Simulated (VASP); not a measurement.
# SnAu2O3 (Cmmm) in VASP: single point with PBEsol

Aim: the single point of SnAu2O3 with PBEsol.

All numbers are computed with VASP 6.6.1; they aren't measurements. Logs are shortened: lines on timing, memory, paths and dates and some standing lists are left out, and cuts for length are marked.

## (1) The cell of the first run

The structure is orthorhombic, space group Cmmm (No. 65). The conventional cell has a = 5.405 Å, b = 6.196 Å, c = 5.693 Å, α = 90.00°, β = 90.00°, γ = 90.00°. Sn (site symmetry mmm) has 2 O at 1.88 Å within 2.5 Å. Au (site symmetry 2/m) has 2 O at 2.06 Å and 2 Au at 2.70 Å within 2.8 Å. Within 2.5 Å of O (site symmetry m2m) lie 1 Sn at 1.88 Å and 1 O at 2.44 Å. Within 2.7 Å of O (site symmetry mmm) lie 4 Au at 2.06 Å.

## (2) Single point, PBEsol

INCAR

```
ALGO     = Normal         # electronic algorithm
EDIFF    = 1E-7           # SCF threshold, eV
ENCUT    = 520            # plane-wave cutoff, eV
GGA      = PS             # functional
ISIF     = 2              # what is computed and relaxed
ISMEAR   = -1             # smearing method
LASPH    = T              # aspherical terms in the spheres
LCHARG   = F              # write CHGCAR
LREAL    = F              # projectors in reciprocal space
LWAVE    = F              # write WAVECAR
NBANDS   = 36             # bands
NELM     = 60             # most SCF steps
PREC     = Accurate       # precision mode
SIGMA    = 0.03           # smearing width, eV
```

KPOINTS

```
k-points
0
Gamma
  6 6 6
```

POSCAR

```
SnAu2O3
1.0
    2.7026989481     -3.0977924244      0.0000000000
    2.7026989481      3.0977924244      0.0000000000
    0.0000000000      0.0000000000      5.6930304431
Sn Au O
1 2 3
Direct
    0.0000000000      0.0000000000      0.0000000000
    0.5000000000      0.0000000000      0.5000000000
    0.0000000000      0.5000000000      0.5000000000
    0.6970563727      0.3029436273      0.0000000000
    0.3029436273      0.6970563727      0.0000000000
    0.5000000000      0.5000000000      0.5000000000
```

Potentials or basis: VASP PAW PBE potentials, release 64 (Sn_d, Au, O).

The run is started by

```bash
$ cat potpaw_PBE.64/Sn_d/POTCAR potpaw_PBE.64/Au/POTCAR potpaw_PBE.64/O/POTCAR > POTCAR
$ mpirun -np 1 vasp_std > vasp.out
```

OUTCAR:

```text
EDIFF = 1E-7
   ENCUT = 520
   GGA = PS
   ISIF = 2
   ISMEAR = -1
   LASPH = T
   LREAL = F
   NELM = 60
   PREC = Accurate

 ion  position               nearest neighbor table
   1  0.000  0.000  0.000-   4 1.88   5 1.88   2 3.51   3 3.51   2 3.51   3 3.51   3 3.51   3 3.51
                             2 3.51   2 3.51
   2  0.500  0.000  0.500-   6 2.06   6 2.06   3 2.70   3 2.70   3 3.10   3 3.10   1 3.51   1 3.51
                             1 3.51   1 3.51
   3  0.000  0.500  0.500-   6 2.06   6 2.06   2 2.70   2 2.70   2 3.10   2 3.10   1 3.51   1 3.51
                             1 3.51   1 3.51
   4  0.697  0.303  0.000-   1 1.88
   5  0.303  0.697  0.000-   1 1.88
   6  0.500  0.500  0.500-   2 2.06   3 2.06   2 2.06   3 2.06

  LATTYP: Found a base centered orthorhombic cell.
 ALAT       =     5.4053978962
 B/A-ratio  =     1.1461847893
 C/A-ratio  =     1.0532120951

  Lattice vectors:

 A1 = (   2.7026989481,  -3.0977924244,   0.0000000000)
 A2 = (   2.7026989481,   3.0977924244,   0.0000000000)
 A3 = (   0.0000000000,   0.0000000000,   5.6930304431)

Analysis of symmetry for initial positions (statically):
=====================================================================
 Subroutine PRICEL returns:
 Original cell was already a primitive cell.

 Routine SETGRP: Setting up the symmetry group for a
 base centered orthorhombic supercell.

 Subroutine GETGRP returns: Found  8 space group operations
 (whereof  8 operations were pure point group operations)
 out of a pool of  8 trial point group operations.

The static configuration has the point symmetry D_2h.

Analysis of symmetry for dynamics (positions and initial velocities):
=====================================================================
 Subroutine PRICEL returns:
 Original cell was already a primitive cell.

 Routine SETGRP: Setting up the symmetry group for a
 base centered orthorhombic supercell.

 Subroutine GETGRP returns: Found  8 space group operations
 (whereof  8 operations were pure point group operations)
 out of a pool of  8 trial point group operations.

The dynamic configuration has the point symmetry D_2h.

 Subroutine INISYM returns: Found  8 space group operations
 (whereof  8 operations are pure point group operations),
 and found     1 'primitive' translations

----------------------------------------------------------------------------------------

                                     Primitive cell

  volume of cell :      95.3287

[... 100 lines left out ...]
   IBRION =     -1    ionic relax: 0-MD 1-quasi-New 2-CG
   NFREE  =      0    steps in history (QN), initial steepest desc. (CG)
   ISIF   =      2    stress and relaxation
   ISYM   =      2    0-nonsym 1-usesym 2-fastsym
   POTIM  = 0.5000    time-step for ionic-motion
   TEBEG  =    0.0;   TEEND  =   0.0 temperature during run
   PSTRESS=    0.0 pullay stress
   NELECT =      54.0000    total number of electrons
   NUPDOWN=      -1.0000    fix difference up-down
   EMIN   =  10.00;   EMAX   =-10.00  energy-range for DOS
   EFERMI =   0.00;   METHOD = LEGACY
   ISMEAR =    -1;   SIGMA  =   0.03  broadening in eV -4-tet -1-fermi 0-gaus
   EFERMI_NEDOS =   21; number of points for ismear=-14 and -15
   IALGO  =     38    algorithm
   IMIX   =      4    mixing-type and parameters
     AMIX     =   0.40;   BMIX     =  1.00
     AMIX_MAG =   1.60;   BMIX_MAG =  1.00
  volume/ion in A,a.u.               =      15.89       107.22
  Fermi-wavevector in a.u.,A,eV,Ry     =   1.354560  2.559747 24.964417  1.834833
  Thomas-Fermi vector in A             =   2.481721
   LORBIT       =      0    0 simple, 1 ext, 2 COOP (PROOUT), +10 PAW based schemes
   GGA     = PS    functional components
   LHFCALC =     F    Hartree Fock is set to
   AEXX    =    0.0000 exact exchange contribution
   IVDW    =     0    specifies the selected vdW correction
   LEPSILON=     F    determine dielectric tensor
   LRPA    =     F    only Hartree local field effects (RPA)
 non-spin polarized calculation
  energy-cutoff  :      520.00
  volume of cell :       95.33
 maximum number of plane-waves:      2592
 NGX is ok and might be reduce to    32
   NGX = 15   NGY = 15   NGZ = 21

 number of electron      53.9999995 magnetization

 Free energy of the ion-electron system (eV)
  ---------------------------------------------------
  ext. energy  EPLUGINS =         0.00000000
  ---------------------------------------------------
  free energy    TOTEN  =       -27.10611062 eV

  energy without entropy =      -27.10385662  energy(sigma->0) =      -27.10498362

 E-fermi :   5.2289     XC(G=0): -11.0097

 val. band max:        5.1842351597   @ k =   0.1667   0.0000   0.0000
 cond. band min:       5.2501982729   @ k =   0.1667   0.0000   0.1667
 fundamental gap:      0.0659631132
 Fermi energy:         5.2289431290

 k-point     1 :       0.0000    0.0000    0.0000
  band No.  band energies     occupation
      1     -17.0699      2.00000
      2     -16.4342      2.00000
      3     -16.4239      2.00000
      4     -16.1530      2.00000
      5     -16.1360      2.00000
      6     -14.7129      2.00000
[... 925 lines left out ...]
     35      12.6990      0.00000
     36      14.0505      0.00000

 [... further k-points ...]

------------------------ aborting loop because EDIFF is reached ----------------------------------------

  FORCE on cell =-STRESS in cart. coord.  units (eV):
  Direction    XX          YY          ZZ          XY          YZ          ZX
  --------------------------------------------------------------------------------------
  -------------------------------------------------------------------------------------
  Total       -0.0492911      0.3342817     -0.0964007      0.0000000      0.0000000      0.0000000
  in kB       -0.8284297      5.6182317     -1.6201950      0.0000000      0.0000000      0.0000000
  external PRESSURE =       1.0565357 kB  Pullay stress =       0.0000000 kB

 VOLUME and BASIS-vectors are now :
 -----------------------------------------------------------------------------
  energy-cutoff  :      520.00
  volume of cell :       95.33
      direct lattice vectors                 reciprocal lattice vectors
     2.702698948 -3.097792424  0.000000000     0.185000257 -0.161405263  0.000000000
     2.702698948  3.097792424  0.000000000     0.185000257  0.161405263  0.000000000
     0.000000000  0.000000000  5.693030443     0.000000000  0.000000000  0.175653373

 POSITION                                       TOTAL-FORCE (eV/Angst)
 -----------------------------------------------------------------------------------
      0.00000      0.00000      0.00000         0.000000      0.000000      0.000000
      1.35135     -1.54890      2.84652        -0.000000      0.000000      0.000000
      1.35135      1.54890      2.84652         0.000000      0.000000      0.000000
      2.70270     -1.22088      0.00000         0.000000      0.092326      0.000000
      2.70270      1.22088      0.00000         0.000000     -0.092326      0.000000
      2.70270      0.00000      2.84652         0.000000      0.000000      0.000000
 -----------------------------------------------------------------------------------
    total drift:                               -0.000000     -0.000000     -0.000000

  FREE ENERGIE OF THE ION-ELECTRON SYSTEM (eV)
  ---------------------------------------------------
  free  energy   TOTEN  =       -27.1061106220 eV

  energy  without entropy=      -27.1038566242  energy(sigma->0) =      -27.10498362
```

stdout:

```text
POSCAR found type information on POSCAR SnAuO
 POSCAR found :  3 types and       6 ions
 scaLAPACK will be used
 -----------------------------------------------------------------------------
|                                                                             |
|                                                                             |
|     You enforced a specific xc type in the INCAR file but a different       |
|     I HOPE YOU KNOW WHAT YOU ARE DOING!                                     |
|                                                                             |
 -----------------------------------------------------------------------------

 LDA part: xc-table for (Slater+PW92), standard interpolation
 POSCAR, INCAR and KPOINTS ok, starting setup
 FFT: planning ... GRIDC
 FFT: planning ... GRID_SOFT
 FFT: planning ... GRID
 WAVECAR not read
 entering main loop
```

Wall time 2.9 min (1 thread of Intel Xeon Platinum 8488C (Sapphire Rapids), shared host); peak memory 0.31 GiB.

What came out:

| Item | Value |
| --- | --- |
| Free energy | -27.1061 eV |
| Pressure | 0.1 GPa |
| Largest force | 0.092 eV/Å |
| Band gap on the k mesh | zero (bands 27 and 28 overlap by 0.96 eV) |

Forces on the atoms (eV/Å):
```
Sn   0.000  0.000  0.000
Au   0.000  0.000  0.000
Au   0.000  0.000  0.000
O    0.000  0.092  0.000
O    0.000 -0.092  0.000
O    0.000  0.000  0.000
```

Caveat: the PAW data sets were made with another functional, which shifts forces and pressure a little; spin-orbit coupling is left out, which moves the levels of the heavy elements.
